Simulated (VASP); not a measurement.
Set up this calculation in VASP 6.6.1, as the native input.

```
Task                   : relaxation of cell and atoms
Functional             : PBE
Potentials or basis    : VASP PAW PBE potentials, release 64 (V_sv)
Cutoff                 : 500 eV
k mesh                 : 6 × 6 × 4
Occupations            : gaussian, width 0.1 eV
Spin                   : no spin polarisation
Dipole correction      : no
Further INCAR settings : ALGO = Normal; EDIFF = 1e-07; IBRION = 2; EDIFFG = -0.04; NSW = 90; ISIF = 3
```

The structure of V lies in POSCAR:

```
V
1.0
    2.7539923963     -1.6423809200      0.0000000000
    2.7539923963      1.6423809200      0.0000000000
   -1.5369480765      0.0000000000      7.1267214360
V
4
Direct
    0.9680000000      0.6020000000      0.0997000000
    0.3980000000      0.0320000000      0.4003000000
    0.0320000000      0.3980000000      0.9003000000
    0.6020000000      0.9680000000      0.5997000000
```

These files were run (other wordings do the same):

INCAR

```
PREC     = Accurate       # precision mode
ENCUT    = 500            # plane-wave cutoff, eV
EDIFF    = 1E-7           # SCF threshold, eV
ISMEAR   = 0              # smearing method
SIGMA    = 0.1            # smearing width, eV
LREAL    = False          # projectors in reciprocal space
LASPH    = True           # aspherical terms in the spheres
NELM     = 120            # most SCF steps
ALGO     = Normal         # electronic algorithm
ISIF     = 3              # what is computed and relaxed
LWAVE    = False          # write WAVECAR
LCHARG   = False          # write CHGCAR
GGA      = PE             # functional
IBRION   = 2              # ionic algorithm
NSW      = 90             # ionic steps
EDIFFG   = -0.04          # ionic threshold
GGA_COMPAT= False        
NELMIN   = 4
```

KPOINTS

```
Automatic mesh
0
Gamma
  6 6 4
```

Potentials or basis: VASP PAW PBE potentials, release 64 (V_sv).

The run is started by

```console
$ cat potpaw_PBE.64/V_sv/POTCAR > POTCAR
$ mpirun -np 1 vasp_std > vasp.out
```

Results of the run:

```json
{
  "Relaxed volume": "13.48 Å³/atom",
  "Relaxed cell": "a = 2.602 Å, b = 2.602 Å, c = 8.391 Å, α = 90.23°, β = 90.23°, γ = 71.75°",
  "Space group after relaxing (to 0.05 Å)": "I4/mmm (No. 139)",
  "Energy gained by relaxing": "3007.0 meV/atom",
  "Ionic steps": "69",
  "Pressure after relaxing": "0.0 GPa",
  "Largest force after relaxing": "0.022 eV/Å",
  "Band gap on the k mesh": "zero (band 26 reaches 10.74 eV, above the bottom of band 27 at 9.33 eV)"
}
```

Caveat: the k points lie up to 0.42 Å⁻¹ apart in the final cell; the volume moved by over 15 % at a fixed basis, so the end points are rough.

It took 23 min on 1 thread of Intel(R) Xeon(R) 6975P-C (Granite Rapids) (shared host), peak memory 0.24 GiB.
